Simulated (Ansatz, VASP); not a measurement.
**MgO: VASP beside Ansatz**

```
Mg O
1.0
     2.13515   -2.13515    0.00000
     2.13515    0.00000   -2.13515
     9.69530    9.69530    9.69530
Mg O
6 6
Direct
  0.66667 0.66667 0.03670
  0.00000 0.00000 0.77079
  0.33333 0.33333 0.18352
  0.66667 0.66667 0.47715
  0.00000 0.00000 0.33034
  0.33333 0.33333 0.62397
  0.66667 0.66667 0.25693
  0.00000 0.00000 0.11011
  0.33333 0.33333 0.40375
  0.66667 0.66667 0.69738
  0.00000 0.00000 0.55056
  0.33333 0.33333 0.84420
```

Alike in both runs: task single point; functional PBE; k mesh 9 × 9 × 2; occupations gaussian, width 0.05 eV; no spin polarisation.

|  | VASP | Ansatz |
| --- | --- | --- |
| version | VASP 6.6.1 | Ansatz 0.2.0 |
| potentials or method | VASP PAW PBE potentials, release 64 (Mg, O), cutoff 520 eV | scalar-relativistic, plane waves, PAW |
| valence electrons in the cell | 48 | 96 |

|  | VASP | Ansatz | Ansatz less VASP |
| --- | --- | --- | --- |
| gap on the k mesh at the Fermi level (eV) | none | none | - |
| pressure (GPa) | -2.5 | -1.9 | +0.60 |
| traceless stress, the component that is largest in VASP (GPa) | -2.04 | -2.05 | -0.009 |
| rms of the force components (eV/Å) | 0.431 | 0.436 | +0.0050 |

Atom by atom the forces differ by 0.007 eV/Å (rms over components). A gap of «none» marks a metal or a gap that the smearing closes. With one functional, cell and mesh, what is left measures potentials, basis and numerics. VASP's potentials hold 48 valence electrons a cell and Ansatz's 96, so a difference there can come from the potentials and not from the codes.
